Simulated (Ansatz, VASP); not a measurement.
Two plane-wave programs on Be

Contents of INCAR:

```
SYSTEM = Be
ALGO = Normal ; EDIFF = 1E-7
ENCUT = 520 ; GGA = CA
ISIF = 2 ; ISMEAR = -1
LASPH = .True. ; LCHARG = .True.
LELF = .True. ; LREAL = .False.
LVHAR = .True. ; LWAVE = .False.
NBANDS = 9 ; NELM = 60
PREC = Accurate ; SIGMA = 0.1
```

KPOINTS

```
k-points
0
Gamma
  30 30 15
  0 0 0
```

Contents of POSCAR:

```
Be
1.0
   -1.5002586272      1.2300474880      1.0976526415
    1.2300474880     -1.5002586272      1.0976526415
    2.7152468218      2.7152468218     -1.5925448380
Be
2
Direct
    0.9583948535      0.0416051465      0.0000000000
    0.7916051465      0.2083948535      0.5000000000
```

Input for Ansatz:

```yaml
crystal:
  lattice:
    - [-1.5002586272, 1.230047488, 1.0976526415]
    - [1.230047488, -1.5002586272, 1.0976526415]
    - [2.7152468218, 2.7152468218, -1.592544838]
  atoms:
    - { symbol: Be, position: [0.9583948535, 0.0416051465, 0.0] }
    - { symbol: Be, position: [0.7916051465, 0.2083948535, 0.5] }
hamiltonian:
  xc: lda
  pseudopotentials:
    kind: paw
    azcp:
      Be: "pseudopotentials/Be.paw.azcp"
basis:
  ecutwfc: 420
  fft_grid_basis: typed
kpoints:
  mp_grid: { grid: [30, 30, 15], shift: [0, 0, 0] }
magnetization:
  spin_polarized: false
scf:
  occupations: { method: fermi_dirac, width: 0.1 }
output:
  stress: true
```

Alike in both runs: task single point; functional LDA; k mesh 30 × 30 × 15; occupations fermi-dirac, width 0.1 eV; no spin polarisation.

|  | VASP | Ansatz |
| --- | --- | --- |
| version | VASP 6.6.1 | Ansatz 0.2.0 |
| potentials or method | VASP PAW LDA potentials, release 64 (Be), cutoff 520 eV | plane waves (420 eV) with PAW, scalar-relativistic |
| valence electrons in the cell | 4 | 4 |

VASP gave:

* pressure (GPa): 0.5
* traceless stress, the component that is largest in VASP (GPa): 0.28

Task: Which values does Ansatz return?

Result: Pressure (GPa): 0.0; traceless stress, the component that is largest in VASP (GPa): 0.28.

Ansatz warns that its potentials were made for another functional, while VASP's fit it. LDA's correlation is that of Perdew and Zunger in VASP and of Perdew and Wang (1992) in Ansatz.
